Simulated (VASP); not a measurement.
Wanted: the native input for a VASP 6.6.1 run.

| Item | Value |
| --- | --- |
| Task | single point |
| Functional | PBE |
| Potentials or basis | VASP PAW PBE potentials, release 64 (Ru_pv) |
| Cutoff | 520 eV |
| k mesh | 11 × 11 × 6 |
| Occupations | fermi-dirac, width 0.05 eV |
| Spin | no spin polarisation |
| Dipole correction | no |
| Further INCAR settings | ALGO = Normal; EDIFF = 1e-06; NBANDS = 21 |

The structure of Ru lies in POSCAR:

```
Ru
1.0
    2.7237197275      0.0000000000      0.0000000000
   -1.3618598638      2.3588104769      0.0000000000
    0.0000000000      0.0000000000      4.3102577801
Ru
2
Direct
    0.6666666667      0.3333333333      0.7500000000
    0.3333333333      0.6666666667      0.2500000000
```

This cell differs from its parent crystal: volume scaled by 1.02.

One way to write it, as run:

INCAR

```
ALGO = Normal ; EDIFF = 1E-6
ENCUT = 520 ; GGA = PE
ISIF = 2 ; ISMEAR = -1
LASPH = True ; LCHARG = True
LELF = True ; LREAL = False
LVHAR = True ; LWAVE = False
NBANDS = 21 ; NELM = 80
PREC = Accurate ; SIGMA = 0.05
```

KPOINTS

```
k-points
0
Gamma
  11 11 6
```

Potentials or basis: VASP PAW PBE potentials, release 64 (Ru_pv).

Launch:

```sh
$ cat potpaw_PBE.64/Ru_pv/POTCAR > POTCAR
$ mpirun -np 1 vasp_std > vasp.out
```

It gave:

The pressure is -1.8 GPa and the band gap on the k mesh is zero (band 14 reaches 13.93 eV, above the bottom of band 15 at 10.96 eV).

Run time: 18 s on 1 thread of Intel(R) Xeon(R) Platinum 8488C (Sapphire Rapids) (shared host), peak memory 0.15 GiB.
